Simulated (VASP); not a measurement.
# MgS (F-43m) in VASP: a series of runs

The runs below take MgS through single point, with r2SCAN, PBE.

All numbers are computed with VASP 6.6.1; they aren't measurements. Logs are shortened: lines on timing, memory, paths and dates and some standing lists are left out, and cuts for length are marked.

**1. The cell of the first run**

It takes space group F-43m (No. 216, cubic). Conventional cell: a = 5.697 Å, b = 5.697 Å, c = 5.697 Å, α = 90.00°, β = 90.00°, γ = 90.00°. Mg (site symmetry -43m) has 4 S at 2.47 Å within 3.3 Å. Within 3.3 Å of S (site symmetry -43m) lie 4 Mg at 2.47 Å.

**2. Single point, r2SCAN**

Input file POSCAR:

```
MgS
1.0
    0.0000000000      2.8486069961      2.8486069961
    2.8486069961      0.0000000000      2.8486069961
    2.8486069961      2.8486069961      0.0000000000
Mg S
1 1
Direct
    0.0000000000      0.0000000000      0.0000000000
    0.7500000000      0.7500000000      0.7500000000
```

Input file INCAR.step1:

```
PREC = Accurate
ENCUT = 520
ISMEAR = 0
SIGMA = 0.02
LREAL = F
LASPH = T
NELM = 80
NBANDS = 11
GGA = PE
ALGO = Normal
EDIFF = 1E-4
LWAVE = T
LCHARG = F
```

Input file INCAR.step2:

```
PREC = Accurate
ENCUT = 520
EDIFF = 1E-6
ISMEAR = 0
SIGMA = 0.02
LREAL = F
LASPH = T
NELM = 80
ALGO = Normal
ISIF = 2
LWAVE = F
LCHARG = F
METAGGA = R2SCAN
LMIXTAU = T
NBANDS = 11
ISTART = 1
```

Input file KPOINTS:

```
regular mesh
0
Gamma
  8 8 8
```

Potentials or basis: VASP PAW PBE potentials, release 64 (Mg, S).

Run with:

```sh
> cat potpaw_PBE.64/Mg/POTCAR potpaw_PBE.64/S/POTCAR > POTCAR
> cp INCAR.step1 INCAR
> mpirun -np 1 vasp_std > vasp.out
> cp INCAR.step2 INCAR
> mpirun -np 1 vasp_std > vasp.out
```

OUTCAR:

```text
PREC = Accurate
   ENCUT = 520
   EDIFF = 1E-6
   ISMEAR = 0
   LREAL = F
   LASPH = T
   NELM = 80
   ISIF = 2
   METAGGA = R2SCAN
   ISTART = 1

 ion  position               nearest neighbor table
   1  0.000  0.000  0.000-   2 2.47   2 2.47   2 2.47   2 2.47
   2  0.750  0.750  0.750-   1 2.47   1 2.47   1 2.47   1 2.47

  LATTYP: Found a face centered cubic cell.
 ALAT       =     5.6972139922

  Lattice vectors:

 A1 = (   0.0000000000,   2.8486069961,   2.8486069961)
 A2 = (   2.8486069961,   0.0000000000,   2.8486069961)
 A3 = (   2.8486069961,   2.8486069961,   0.0000000000)

Analysis of symmetry for initial positions (statically):
=====================================================================
 Subroutine PRICEL returns:
 Original cell was already a primitive cell.

 Routine SETGRP: Setting up the symmetry group for a
 face centered cubic supercell.

 Subroutine GETGRP returns: Found 24 space group operations
 (whereof 24 operations were pure point group operations)
 out of a pool of 48 trial point group operations.

The static configuration has the point symmetry T_d .

Analysis of symmetry for dynamics (positions and initial velocities):
=====================================================================
 Subroutine PRICEL returns:
 Original cell was already a primitive cell.

 Routine SETGRP: Setting up the symmetry group for a
 face centered cubic supercell.

 Subroutine GETGRP returns: Found 24 space group operations
 (whereof 24 operations were pure point group operations)
 out of a pool of 48 trial point group operations.

The dynamic configuration has the point symmetry T_d .

 Subroutine INISYM returns: Found 24 space group operations
 (whereof 24 operations are pure point group operations),
 and found     1 'primitive' translations

----------------------------------------------------------------------------------------

                                     Primitive cell

  volume of cell :      46.2304

  direct lattice vectors                    reciprocal lattice vectors
     0.000000000  2.848606996  2.848606996    -0.175524388  0.175524388  0.175524388
     2.848606996  0.000000000  2.848606996     0.175524388 -0.175524388  0.175524388
     2.848606996  2.848606996  0.000000000     0.175524388  0.175524388 -0.175524388

  length of vectors
     4.028538648  4.028538648  4.028538648     0.304017158  0.304017158  0.304017158

  position of ions in fractional coordinates (direct lattice)
     0.000000000  0.000000000  0.000000000
     0.750000000  0.750000000  0.750000000

  ion indices of the primitive-cell ions
   primitive index   ion index
                 1           1
                 2           2

----------------------------------------------------------------------------------------

 KPOINTS: regular mesh

Automatic generation of k-mesh.
 Grid dimensions read from file:
 generate k-points for:    8    8    8

 Generating k-lattice:

  Cartesian coordinates                     Fractional coordinates (reciprocal lattice)
    -0.021940549  0.021940549  0.021940549     0.125000000  0.000000000  0.000000000
     0.021940549 -0.021940549  0.021940549     0.000000000  0.125000000  0.000000000
     0.021940549  0.021940549 -0.021940549     0.000000000  0.000000000  0.125000000

  Length of vectors
     0.038002145  0.038002145  0.038002145

  Shift w.r.t. Gamma in fractional coordinates (k-lattice)
     0.000000000  0.000000000  0.000000000

 Subroutine IBZKPT returns following result:
 ===========================================

 Found     29 irreducible k-points:

 Following reciprocal coordinates:
            Coordinates               Weight
  0.000000  0.000000  0.000000      1.000000
  0.125000  0.000000  0.000000      8.000000
  0.250000  0.000000  0.000000      8.000000
  0.375000  0.000000  0.000000      8.000000
  0.500000  0.000000  0.000000      4.000000
  0.125000  0.125000  0.000000      6.000000
[... 16 lines left out ...]
  0.500000  0.250000  0.125000     48.000000
 -0.375000  0.250000  0.125000     24.000000
 [... further k-points ...]
   k-points           NKPTS =     29   k-points in BZ     NKDIM =     29   number of bands    NBANDS=     11
   number of dos      NEDOS =    301   number of ions     NIONS =      2
   total plane-waves  NPLWV =  27000
   dimension x,y,z NGX =    30 NGY =   30 NGZ =   30
   dimension x,y,z NGXF=    60 NGYF=   60 NGZF=   60
   ions per type =               1   1
   NGX,Y,Z   is equivalent  to a cutoff of  12.38, 12.38, 12.38 a.u.
   NGXF,Y,Z  is equivalent  to a cutoff of  24.76, 24.76, 24.76 a.u.
 SYSTEM =  unknown system
   PREC   = accura    normal or accurate (medium, high low for compatibility)
   ISTART =      1    job   : 0-new  1-cont  2-samecut
   ICHARG =      0    charge: 1-file 2-atom 10-const
   ISPIN  =      1    spin polarized calculation?
   LNONCOLLINEAR =      F non collinear calculations
   LSORBIT =      F    spin-orbit coupling
   LASPH  =      T    aspherical Exc in radial PAW
   ENCUT  =  520.0 eV  38.22 Ry    6.18 a.u.   7.49  7.49  7.49*2*pi/ulx,y,z
   NELM   =     80;   NELMIN=  2; NELMDL=  0     # of ELM steps
   EDIFF  = 0.1E-05   stopping-criterion for ELM
   LREAL  =      F    real-space projection
   EDIFFG = 0.1E-04   stopping-criterion for IOM
   NSW    =      0    number of steps for IOM
   IBRION =     -1    ionic relax: 0-MD 1-quasi-New 2-CG
   NFREE  =      0    steps in history (QN), initial steepest desc. (CG)
   ISIF   =      2    stress and relaxation
   ISYM   =      2    0-nonsym 1-usesym 2-fastsym
   POTIM  = 0.5000    time-step for ionic-motion
   TEBEG  =    0.0;   TEEND  =   0.0 temperature during run
   PSTRESS=    0.0 pullay stress
   NELECT =       8.0000    total number of electrons
   NUPDOWN=      -1.0000    fix difference up-down
   EMIN   =  10.00;   EMAX   =-10.00  energy-range for DOS
   EFERMI =   0.00;   METHOD = LEGACY
   ISMEAR =     0;   SIGMA  =   0.02  broadening in eV -4-tet -1-fermi 0-gaus
   EFERMI_NEDOS =   21; number of points for ismear=-14 and -15
   IALGO  =     38    algorithm
   IMIX   =      4    mixing-type and parameters
     AMIX     =   0.40;   BMIX     =  1.00
     AMIX_MAG =   1.60;   BMIX_MAG =  1.00
  volume/ion in A,a.u.               =      23.12       155.99
  Fermi-wavevector in a.u.,A,eV,Ry     =   0.912282  1.723962 11.323556  0.832258
  Thomas-Fermi vector in A             =   2.036659
   LORBIT       =      0    0 simple, 1 ext, 2 COOP (PROOUT), +10 PAW based schemes
   METAGGA = R2SCAN    functional components
   LHFCALC =     F    Hartree Fock is set to
   AEXX    =    0.0000 exact exchange contribution
   IVDW    =     0    specifies the selected vdW correction
   LEPSILON=     F    determine dielectric tensor
   LRPA    =     F    only Hartree local field effects (RPA)
 non-spin polarized calculation
 Gauss-broadening in eV      SIGMA  =   0.02
  energy-cutoff  :      520.00
  volume of cell :       46.23
 maximum number of plane-waves:      1265
 NGX is ok and might be reduce to    30
   NGX = 15   NGY = 15   NGZ = 15

 number of electron       8.0000001 magnetization

 Free energy of the ion-electron system (eV)
  ---------------------------------------------------
  ext. energy  EPLUGINS =         0.00000000
  ---------------------------------------------------
  free energy    TOTEN  =       -15.44637279 eV

  energy without entropy =      -15.44637279  energy(sigma->0) =      -15.44637279

 E-fermi :   0.8081     XC(G=0):  -8.7016

 val. band max:        0.6545579466   @ k =   0.0000   0.0000   0.0000
 cond. band min:       4.6846737563   @ k =   0.0000   0.0000   0.0000
 fundamental gap:      4.0301158097
 Fermi energy:         0.8081187292

 k-point     1 :       0.0000    0.0000    0.0000
  band No.  band energies     occupation
      1     -11.0221      2.00000
      2       0.6546      2.00000
      3       0.6546      2.00000
      4       0.6546      2.00000
      5       4.6847      0.00000
      6       9.1992      0.00000
      7       9.1992      0.00000
      8       9.1992      0.00000
      9      12.0698      0.00000
     10      12.0698      0.00000
     11      15.1960      0.00000

 k-point     2 :       0.1250    0.0000    0.0000
  band No.  band energies     occupation
      1     -10.9358      2.00000
      2       0.0072      2.00000
      3       0.6020      2.00000
      4       0.6020      2.00000
      5       5.3228      0.00000
      6       9.0134      0.00000
      7       9.3801      0.00000
      8       9.3801      0.00000
      9      11.6102      0.00000
     10      11.6102      0.00000
     11      14.4712      0.00000

 k-point     3 :       0.2500    0.0000    0.0000
  band No.  band energies     occupation
      1     -10.7130      2.00000
      2      -1.1504      2.00000
      3       0.4826      2.00000
      4       0.4826      2.00000
      5       6.1968      0.00000
      6       9.0375      0.00000
      7       9.3983      0.00000
      8       9.3983      0.00000
      9      11.6875      0.00000
     10      11.6875      0.00000
     11      13.5837      0.00000

 k-point     4 :       0.3750    0.0000    0.0000
  band No.  band energies     occupation
      1     -10.4654      2.00000
      2      -2.0779      2.00000
      3       0.3726      2.00000
      4       0.3726      2.00000
      5       6.3991      0.00000
      6       9.0169      0.00000
      7       9.0169      0.00000
      8       9.5884      0.00000
      9      13.0298      0.00000
     10      13.0298      0.00000
     11      13.6204      0.00000
[... 239 lines left out ...]
 k-point    22 :       0.3750    0.2500    0.1250
  band No.  band energies     occupation
      1     -10.5408      2.00000
      2      -1.3534      2.00000
      3      -0.1741      2.00000
      4       0.2835      2.00000
      5       6.8840      0.00000
      6       8.2026      0.00000
      7       8.8181      0.00000
      8      10.4764      0.00000
      9      11.0032      0.00000
     10      13.7063      0.00000
     11      15.7748      0.00000

 k-point    23 :       0.5000    0.2500    0.1250
  band No.  band energies     occupation
      1     -10.3356      2.00000
      2      -1.8577      2.00000
      3      -0.5143      2.00000
      4       0.1101      2.00000
      5       7.1456      0.00000
      6       8.0098      0.00000
      7       9.1614      0.00000
      8      10.3015      0.00000
      9      12.1869      0.00000
     10      14.9176      0.00000
     11      15.3669      0.00000

 k-point    24 :      -0.3750    0.2500    0.1250
  band No.  band energies     occupation
      1     -10.2449      2.00000
      2      -2.0753      2.00000
      3      -0.6145      2.00000
      4       0.0162      2.00000
      5       7.2153      0.00000
      6       7.7269      0.00000
      7      10.0193      0.00000
      8      10.0962      0.00000
      9      12.7573      0.00000
     10      14.2112      0.00000
     11      15.5294      0.00000

 [... further k-points ...]
[... 5 lines left out ...]
  --------------------------------------------------------------------------------------
  -------------------------------------------------------------------------------------
  Total       -0.3916152     -0.3916152     -0.3916152      0.0000000      0.0000000      0.0000000
  in kB      -13.5719574    -13.5719574    -13.5719574      0.0000000      0.0000000      0.0000000
  external PRESSURE =     -13.5719574 kB  Pullay stress =       0.0000000 kB

 VOLUME and BASIS-vectors are now :
 -----------------------------------------------------------------------------
  energy-cutoff  :      520.00
  volume of cell :       46.23
      direct lattice vectors                 reciprocal lattice vectors
     0.000000000  2.848606996  2.848606996    -0.175524388  0.175524388  0.175524388
     2.848606996  0.000000000  2.848606996     0.175524388 -0.175524388  0.175524388
     2.848606996  2.848606996  0.000000000     0.175524388  0.175524388 -0.175524388

 POSITION                                       TOTAL-FORCE (eV/Angst)
 -----------------------------------------------------------------------------------
      0.00000      0.00000      0.00000         0.000000      0.000000      0.000000
      4.27291      4.27291      4.27291        -0.000000     -0.000000     -0.000000
 -----------------------------------------------------------------------------------
    total drift:                                0.000002      0.000002      0.000002

  FREE ENERGIE OF THE ION-ELECTRON SYSTEM (eV)
  ---------------------------------------------------
  free  energy   TOTEN  =       -15.4463727902 eV

  energy  without entropy=      -15.4463727902  energy(sigma->0) =      -15.44637279
```

Run time: 36 s. Hardware: 1 thread of Intel Xeon 6975P-C (Granite Rapids), shared host; peak memory 0.17 GiB.

Results:

- Free energy: -15.4464 eV
- Pressure: -1.4 GPa
- Band gap on the k mesh: 4.03 eV, direct

Caveat: the PAW data sets were made with another functional, which shifts forces and pressure a little. A k mesh can miss the band edges.

**3. Single point, PBE (strained)**

Input file INCAR:

```
SYSTEM = MgS
PREC = Accurate ; ENCUT = 520
EDIFF = 1E-7 ; ISMEAR = 0
SIGMA = 0.02 ; LREAL = .FALSE.
LASPH = .TRUE. ; NELM = 100
ALGO = Normal ; ISIF = 2
LWAVE = .FALSE. ; LCHARG = .FALSE.
GGA = PE ; NBANDS = 11
```

Input file KPOINTS:

```
regular mesh
0
G
  8 8 8
  0 0 0
```

Input file POSCAR:

```
MgS
1.0
    0.0000000000      2.8162063201      2.8162063201
    2.8162063201      0.0000000000      2.8162063201
    2.8162063201      2.8162063201      0.0000000000
Mg S
1 1
Direct
    0.0000000000      0.0000000000      0.0000000000
    0.7500000000      0.7500000000      0.7500000000
```

Potentials or basis: VASP PAW PBE potentials, release 64 (Mg, S).

Run with:

```sh
> cat potpaw_PBE.64/Mg/POTCAR potpaw_PBE.64/S/POTCAR > POTCAR
> mpirun -np 1 vasp_std > vasp.out
```

Wall time 26 s (1 thread of Intel Xeon Platinum 8259CL at 2.50GHz (Skylake/Cascade Lake), shared host); peak memory 0.16 GiB.

It converged, with:

```
Free energy            : -8.4644 eV
Pressure               : 1.9 GPa
Band gap on the k mesh : 3.54 eV, direct
```

Levels at points of the mesh, in eV from the valence-band top:
```tsv
k point	band 1	band 2	band 3	band 4	band 5	band 6	band 7	band 8	band 9
(0.00, 0.00, 0.00)	-11.32	0.00	0.00	0.00	3.54	7.99	7.99	7.99	10.86
(0.50, 0.00, 0.00)	-10.62	-3.18	-0.33	-0.33	5.17	7.66	7.66	8.68	13.01
(0.50, 0.50, 0.00)	-10.39	-2.85	-1.05	-1.05	3.87	5.67	11.31	12.42	12.42
```

Caveat: the cell differs from its parent crystal (strained).
